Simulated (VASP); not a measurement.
# FePt (P4/mmm) in VASP: single point with PBE+U

Aim: the single point of FePt with PBE+U.

Program: VASP 6.6.1. These are calculated values, not measurements. Logs are shortened: lines on timing, memory, paths and dates and some standing lists are left out, and cuts for length are marked.

## 1. The cell of the first run

Symmetry: P4/mmm, No. 123, tetragonal system. Conventional cell: a = 2.724 Å, b = 2.724 Å, c = 3.720 Å, α = 90.00°, β = 90.00°, γ = 90.00°. Fe (site symmetry 4/mmm) has 8 Pt at 2.68 Å and 4 Fe at 2.72 Å within 3.5 Å. Within 3.5 Å of Pt (site symmetry 4/mmm) lie 8 Fe at 2.68 Å and 4 Pt at 2.72 Å.

## 2. Single point, PBE+U, collinear spin, ferromagnetic start

Contents of INCAR:

```
ALGO     = Normal         # electronic algorithm
EDIFF    = 1E-6           # SCF threshold, eV
ENCUT    = 520            # plane-wave cutoff, eV
GGA      = PE             # functional
ISIF     = 2              # what is computed and relaxed
ISMEAR   = -1             # smearing method
ISPIN    = 2              # spin polarisation
LASPH    = True           # aspherical terms in the spheres
LCHARG   = False          # write CHGCAR
LDAU     = True           # DFT+U
LDAUJ    = 0 0          
LDAUL    = 2 -1           # shell
LDAUPRINT= 1            
LDAUTYPE = 2            
LDAUU    = 2 0            # U, eV
LMAXMIX  = 4              # l up to which the mixer works
LORBIT   = 11             # projections on sites
LREAL    = False          # projectors in reciprocal space
LWAVE    = False          # write WAVECAR
MAGMOM   = 3 0.3          # initial moments
NBANDS   = 20             # bands
NELM     = 150            # most SCF steps
PREC     = Accurate       # precision mode
SIGMA    = 0.05           # smearing width, eV
```

Contents of KPOINTS:

```
k-points
0
Gamma
  16 16 12
```

Contents of POSCAR:

```
FePt
1.0
    2.7235000000      0.0000000000      0.0000000000
    0.0000000000      2.7235000000      0.0000000000
    0.0000000000      0.0000000000      3.7200000000
Fe Pt
1 1
Direct
    0.0000000000      0.0000000000      0.0000000000
    0.5000000000      0.5000000000      0.5000000000
```

Potentials or basis: VASP PAW PBE potentials, release 64 (Fe, Pt).

Started as:

```
cat potpaw_PBE.64/Fe/POTCAR potpaw_PBE.64/Pt/POTCAR > POTCAR
mpirun -np 1 vasp_std > vasp.out
```

OUTCAR:

```text
EDIFF = 1E-6
   ENCUT = 520
   GGA = PE
   ISIF = 2
   ISMEAR = -1
   ISPIN = 2
   LASPH = True
   LORBIT = 11
   LREAL = False
   NELM = 150
   PREC = Accurate

 ion  position               nearest neighbor table
   1  0.000  0.000  0.000-   2 2.68   2 2.68   2 2.68   2 2.68   2 2.68   2 2.68   2 2.68   2 2.68

   2  0.500  0.500  0.500-   1 2.68   1 2.68   1 2.68   1 2.68   1 2.68   1 2.68   1 2.68   1 2.68

  LATTYP: Found a simple tetragonal cell.
 ALAT       =     2.7235000000
 C/A-ratio  =     1.3658894804

  Lattice vectors:

 A1 = (   2.7235000000,   0.0000000000,   0.0000000000)
 A2 = (   0.0000000000,   2.7235000000,   0.0000000000)
 A3 = (   0.0000000000,   0.0000000000,   3.7200000000)

Analysis of symmetry for initial positions (statically):
=====================================================================
 Subroutine PRICEL returns:
 Original cell was already a primitive cell.

 Routine SETGRP: Setting up the symmetry group for a
 simple tetragonal supercell.

 Subroutine GETGRP returns: Found 16 space group operations
 (whereof 16 operations were pure point group operations)
 out of a pool of 16 trial point group operations.

The static configuration has the point symmetry D_4h.

Analysis of symmetry for dynamics (positions and initial velocities):
=====================================================================
 Subroutine PRICEL returns:
 Original cell was already a primitive cell.

 Routine SETGRP: Setting up the symmetry group for a
 simple tetragonal supercell.

 Subroutine GETGRP returns: Found 16 space group operations
 (whereof 16 operations were pure point group operations)
 out of a pool of 16 trial point group operations.

The dynamic configuration has the point symmetry D_4h.

Analysis of structural, dynamic, and magnetic symmetry:
=====================================================================
 Subroutine PRICEL returns:
 Original cell was already a primitive cell.

 Routine SETGRP: Setting up the symmetry group for a
 simple tetragonal supercell.

 Subroutine GETGRP returns: Found 16 space group operations
 (whereof 16 operations were pure point group operations)
 out of a pool of 16 trial point group operations.

The overall configuration has the point symmetry D_4h.

 Subroutine INISYM returns: Found 16 space group operations
 (whereof 16 operations are pure point group operations),
 and found     1 'primitive' translations

----------------------------------------------------------------------------------------

                                     Primitive cell

  volume of cell :      27.5929

  direct lattice vectors                    reciprocal lattice vectors
     2.723500000  0.000000000  0.000000000     0.367174592  0.000000000  0.000000000
     0.000000000  2.723500000  0.000000000     0.000000000  0.367174592  0.000000000
     0.000000000  0.000000000  3.720000000     0.000000000  0.000000000  0.268817204

  length of vectors
     2.723500000  2.723500000  3.720000000     0.367174592  0.367174592  0.268817204

  position of ions in fractional coordinates (direct lattice)
     0.000000000  0.000000000  0.000000000
     0.500000000  0.500000000  0.500000000

  ion indices of the primitive-cell ions
   primitive index   ion index
                 1           1
                 2           2

----------------------------------------------------------------------------------------

 KPOINTS: k-points

Automatic generation of k-mesh.
 Grid dimensions read from file:
 generate k-points for:   16   16   12

 Generating k-lattice:

  Cartesian coordinates                     Fractional coordinates (reciprocal lattice)
     0.022948412  0.000000000  0.000000000     0.062500000  0.000000000  0.000000000
     0.000000000  0.022948412  0.000000000     0.000000000  0.062500000  0.000000000
     0.000000000  0.000000000  0.022401434     0.000000000  0.000000000  0.083333333

  Length of vectors
     0.022948412  0.022948412  0.022401434

  Shift w.r.t. Gamma in fractional coordinates (k-lattice)
     0.000000000  0.000000000  0.000000000

 Subroutine IBZKPT returns following result:
 ===========================================

 Found    315 irreducible k-points:

 Following reciprocal coordinates:
            Coordinates               Weight
  0.000000  0.000000  0.000000      1.000000
  0.062500  0.000000  0.000000      4.000000
  0.125000  0.000000  0.000000      4.000000
  0.187500  0.000000  0.000000      4.000000
  0.250000  0.000000  0.000000      4.000000
  0.312500  0.000000  0.000000      4.000000
[... 16 lines left out ...]
  0.437500  0.125000  0.000000      8.000000
  0.500000  0.125000  0.000000      4.000000
 [... further k-points ...]
   k-points           NKPTS =    315   k-points in BZ     NKDIM =    315   number of bands    NBANDS=     20
   number of dos      NEDOS =    301   number of ions     NIONS =      2
   total plane-waves  NPLWV =  11200
   dimension x,y,z NGX =    20 NGY =   20 NGZ =   28
   dimension x,y,z NGXF=    40 NGYF=   40 NGZF=   56
   ions per type =               1   1
   NGX,Y,Z   is equivalent  to a cutoff of  12.21, 12.21, 12.51 a.u.
   NGXF,Y,Z  is equivalent  to a cutoff of  24.42, 24.42, 25.03 a.u.
 SYSTEM =  unknown system
   PREC   = accura    normal or accurate (medium, high low for compatibility)
   ISTART =      0    job   : 0-new  1-cont  2-samecut
   ICHARG =      2    charge: 1-file 2-atom 10-const
   ISPIN  =      2    spin polarized calculation?
   LNONCOLLINEAR =      F non collinear calculations
   LSORBIT =      F    spin-orbit coupling
   LASPH  =      T    aspherical Exc in radial PAW
   ENCUT  =  520.0 eV  38.22 Ry    6.18 a.u.   5.06  5.06  6.92*2*pi/ulx,y,z
   NELM   =    150;   NELMIN=  2; NELMDL= -5     # of ELM steps
   EDIFF  = 0.1E-05   stopping-criterion for ELM
   LREAL  =      F    real-space projection
   EDIFFG = 0.1E-04   stopping-criterion for IOM
   NSW    =      0    number of steps for IOM
   IBRION =     -1    ionic relax: 0-MD 1-quasi-New 2-CG
   NFREE  =      0    steps in history (QN), initial steepest desc. (CG)
   ISIF   =      2    stress and relaxation
   ISYM   =      2    0-nonsym 1-usesym 2-fastsym
   POTIM  = 0.5000    time-step for ionic-motion
   TEBEG  =    0.0;   TEEND  =   0.0 temperature during run
   PSTRESS=    0.0 pullay stress
   NELECT =      18.0000    total number of electrons
   NUPDOWN=      -1.0000    fix difference up-down
   EMIN   =  10.00;   EMAX   =-10.00  energy-range for DOS
   EFERMI =   0.00;   METHOD = LEGACY
   ISMEAR =    -1;   SIGMA  =   0.05  broadening in eV -4-tet -1-fermi 0-gaus
   EFERMI_NEDOS =   21; number of points for ismear=-14 and -15
   IALGO  =     38    algorithm
   IMIX   =      4    mixing-type and parameters
     AMIX     =   0.40;   BMIX     =  1.00
     AMIX_MAG =   1.60;   BMIX_MAG =  1.00
  volume/ion in A,a.u.               =      13.80        93.10
  Fermi-wavevector in a.u.,A,eV,Ry     =   1.419819  2.683070 27.427809  2.015887
  Thomas-Fermi vector in A             =   2.540800
   LORBIT       =     11    0 simple, 1 ext, 2 COOP (PROOUT), +10 PAW based schemes
 LDA+U is selected, type is set to LDAUTYPE =  2
   angular momentum for each species LDAUL =     2   -1
   U (eV)           for each species LDAUU =   2.0  0.0
   J (eV)           for each species LDAUJ =   0.0  0.0
   GGA     = PE    functional components
   LHFCALC =     F    Hartree Fock is set to
   AEXX    =    0.0000 exact exchange contribution
   IVDW    =     0    specifies the selected vdW correction
   LEPSILON=     F    determine dielectric tensor
   LRPA    =     F    only Hartree local field effects (RPA)
 spin polarized calculation
  energy-cutoff  :      520.00
  volume of cell :       27.59
 maximum number of plane-waves:       764
   NGX = 11   NGY = 11   NGZ = 13

atom =   1  type =  1  l = 2

 onsite density matrix

spin component  1

  0.9356 -0.0000  0.0000  0.0000  0.0000
 -0.0000  0.9284 -0.0000  0.0000  0.0000
  0.0000 -0.0000  0.9503 -0.0000 -0.0000
  0.0000  0.0000 -0.0000  0.9284  0.0000
  0.0000  0.0000 -0.0000  0.0000  0.9370

spin component  2

  0.1817  0.0000  0.0000 -0.0000  0.0000
  0.0000  0.2993  0.0000  0.0000 -0.0000
  0.0000  0.0000  0.1561  0.0000  0.0000
 -0.0000  0.0000  0.0000  0.2993 -0.0000
  0.0000 -0.0000  0.0000 -0.0000  0.5004

 occupancies and eigenvectors

  o =  0.1561  v =  0.0000  0.0000  0.0000  0.0000  0.0000  0.0000 -0.0000  1.0000  0.0000 -0.0000      0.0000  0.0000  0.0000  0.0000  0.0000  0.0000  0.0000  0.0000  0.0000  0.0000
  o =  0.1817  v =  0.0000  0.0000  0.0000  0.0000  0.0000  1.0000 -0.0000 -0.0000  0.0000 -0.0000      0.0000  0.0000  0.0000  0.0000  0.0000  0.0000  0.0000  0.0000  0.0000  0.0000
  o =  0.2993  v =  0.0000  0.0000  0.0000  0.0000  0.0000 -0.0000 -0.9975 -0.0000  0.0707 -0.0000      0.0000  0.0000  0.0000  0.0000  0.0000  0.0000  0.0000  0.0000  0.0000  0.0000
  o =  0.2993  v =  0.0000  0.0000  0.0000  0.0000  0.0000 -0.0000  0.0707 -0.0000  0.9975 -0.0000      0.0000  0.0000  0.0000  0.0000  0.0000  0.0000  0.0000  0.0000  0.0000  0.0000
  o =  0.5004  v =  0.0000  0.0000  0.0000  0.0000  0.0000  0.0000 -0.0000  0.0000  0.0000  1.0000      0.0000  0.0000  0.0000  0.0000  0.0000  0.0000  0.0000  0.0000  0.0000  0.0000
  o =  0.9284  v =  0.0000  0.0017  0.0000 -1.0000  0.0000  0.0000  0.0000  0.0000  0.0000  0.0000      0.0000  0.0000  0.0000  0.0000  0.0000  0.0000  0.0000  0.0000  0.0000  0.0000
  o =  0.9284  v =  0.0000 -1.0000 -0.0000 -0.0017  0.0000  0.0000  0.0000  0.0000  0.0000  0.0000      0.0000  0.0000  0.0000  0.0000  0.0000  0.0000  0.0000  0.0000  0.0000  0.0000
  o =  0.9356  v =  1.0000  0.0000  0.0000  0.0000  0.0000  0.0000  0.0000  0.0000  0.0000  0.0000      0.0000  0.0000  0.0000  0.0000  0.0000  0.0000  0.0000  0.0000  0.0000  0.0000
  o =  0.9370  v =  0.0000  0.0000  0.0000  0.0000  1.0000  0.0000  0.0000  0.0000  0.0000  0.0000      0.0000  0.0000  0.0000  0.0000  0.0000  0.0000  0.0000  0.0000  0.0000  0.0000
  o =  0.9503  v =  0.0000 -0.0000  1.0000  0.0000 -0.0000  0.0000  0.0000  0.0000  0.0000  0.0000      0.0000  0.0000  0.0000  0.0000  0.0000  0.0000  0.0000  0.0000  0.0000  0.0000

 number of electron      17.9999997 magnetization       3.5062348

 Free energy of the ion-electron system (eV)
  ---------------------------------------------------
  ext. energy  EPLUGINS =         0.00000000
  ---------------------------------------------------
  free energy    TOTEN  =       -13.44892026 eV

  energy without entropy =      -13.43775978  energy(sigma->0) =      -13.44334002

 E-fermi :   8.8309     XC(G=0): -13.0472

 val. band max:        8.8281540223   @ k =   0.3750   0.1250   0.5000
 cond. band min:       8.8309734826   @ k =   0.4375   0.3750   0.0000
 fundamental gap:      0.0028194603
 Fermi energy:         8.8309426357

 spin component 1

 k-point     1 :       0.0000    0.0000    0.0000
  band No.  band energies     occupation
      1      -0.8742      1.00000
      2       2.0240      1.00000
      3       2.4358      1.00000
      4       4.5661      1.00000
      5       4.5661      1.00000
      6       5.0582      1.00000
[... 12 lines left out ...]
     19      30.2588      0.00000
     20      30.2588      0.00000
[... 1064 lines left out ...]
  band No.  band energies     occupation
      1       3.1950      1.00000
      2       4.1506      1.00000
      3       4.5482      1.00000
      4       4.6248      1.00000
      5       6.2174      1.00000
      6       6.6993      1.00000
[... 12 lines left out ...]
     19      31.1002      0.00000
     20      32.4814      0.00000

 [... further k-points ...]

------------------------ aborting loop because EDIFF is reached ----------------------------------------

  FORCE on cell =-STRESS in cart. coord.  units (eV):
  Direction    XX          YY          ZZ          XY          YZ          ZX
  --------------------------------------------------------------------------------------
  -------------------------------------------------------------------------------------
  Total        1.2078645      1.2078645      1.3543341      0.0000000      0.0000000      0.0000000
  in kB       70.1344029     70.1344029     78.6391273      0.0000000      0.0000000      0.0000000
  external PRESSURE =      72.9693110 kB  Pullay stress =       0.0000000 kB

 VOLUME and BASIS-vectors are now :
 -----------------------------------------------------------------------------
  energy-cutoff  :      520.00
  volume of cell :       27.59
      direct lattice vectors                 reciprocal lattice vectors
     2.723500000  0.000000000  0.000000000     0.367174592  0.000000000  0.000000000
     0.000000000  2.723500000  0.000000000     0.000000000  0.367174592  0.000000000
     0.000000000  0.000000000  3.720000000     0.000000000  0.000000000  0.268817204

 POSITION                                       TOTAL-FORCE (eV/Angst)
 -----------------------------------------------------------------------------------
      0.00000      0.00000      0.00000         0.000000      0.000000      0.000000
      1.36175      1.36175      1.86000         0.000000      0.000000      0.000000
 -----------------------------------------------------------------------------------
    total drift:                               -0.000000      0.000000      0.000000

  FREE ENERGIE OF THE ION-ELECTRON SYSTEM (eV)
  ---------------------------------------------------
  free  energy   TOTEN  =       -13.4489202646 eV

  energy  without entropy=      -13.4377597809  energy(sigma->0) =      -13.44334002

 total charge

# of ion       s       p       d       tot
------------------------------------------
    1        0.419   0.462   6.094   6.975
    2        0.719   0.667   8.081   9.467
--------------------------------------------------
tot          1.138   1.129  14.175  16.442

 magnetization (x)

# of ion       s       p       d       tot
------------------------------------------
    1        0.009  -0.011   3.242   3.240
    2       -0.028  -0.075   0.381   0.278
--------------------------------------------------
tot         -0.019  -0.086   3.624   3.519
```

Run time: 5.6 min. Hardware: 1 thread of Oxide Virtual Turin-like, shared host; peak memory 0.33 GiB.

What came out:

```
Free energy                                           : -13.4489 eV
Pressure                                              : 7.3 GPa
Net moment                                            : 3.51 μB per cell
Site moments                                          : Fe +3.24; Pt +0.28 μB
Valence electrons inside the program's atomic spheres : Fe 6.97; Pt 9.47
```

Stress tensor (GPa, compression positive):
```
7.01 0.00 0.00
0.00 7.01 0.00
0.00 0.00 7.86
```

Levels at points of the mesh, in eV from the Fermi level:
Spin up:
```
           k point  band 9  band 10  band 11  band 12  band 13  band 14
(0.00, 0.00, 0.00)   -0.88    -0.88    -0.65     2.14     9.49    11.52
(0.50, 0.00, 0.00)   -2.69    -1.63    -0.66     2.02    10.04    10.07
(0.50, 0.50, 0.00)   -1.02     0.57     1.50     1.50     7.30     9.79
(0.00, 0.00, 0.50)   -2.80    -2.17    -2.17    -0.83    15.02    15.11
(0.50, 0.00, 0.50)   -0.91    -0.79    -0.71    -0.61     4.43     6.59
(0.50, 0.50, 0.50)   -1.78     0.58     6.51     6.51     7.36     7.79
```
Spin down:
| k point | band 4 | band 5 | band 6 | band 7 | band 8 | band 9 | band 10 | band 11 |
| --- | --- | --- | --- | --- | --- | --- | --- | --- |
| (0.00, 0.00, 0.00) | -2.34 | -2.34 | -0.94 | -0.74 | 1.02 | 1.90 | 1.90 | 2.28 |
| (0.50, 0.00, 0.00) | -3.58 | -2.48 | -1.41 | -0.96 | -0.66 | 0.98 | 1.12 | 2.32 |
| (0.50, 0.50, 0.00) | -4.67 | 0.92 | 1.55 | 1.58 | 1.61 | 1.61 | 1.97 | 1.97 |
| (0.00, 0.00, 0.50) | -2.60 | -1.95 | -1.95 | -1.58 | -0.59 | 0.68 | 0.72 | 0.72 |
| (0.50, 0.00, 0.50) | -2.79 | -2.17 | -0.64 | -0.48 | -0.30 | 1.00 | 1.74 | 1.86 |
| (0.50, 0.50, 0.50) | -1.55 | -1.54 | -1.17 | -1.17 | 0.92 | 1.31 | 1.58 | 7.62 |

Eigenvalues of the final occupation matrices:
```
    site  spin  trace               eigenvalues
site 1 d     1   4.68  0.93 0.93 0.94 0.94 0.95
site 1 d     2   1.44  0.16 0.18 0.30 0.30 0.50
```

Caveat: the cell stands under pressure; spin-orbit coupling is left out, which moves the levels of the heavy elements; the U is typed as a test and isn't derived for this compound.
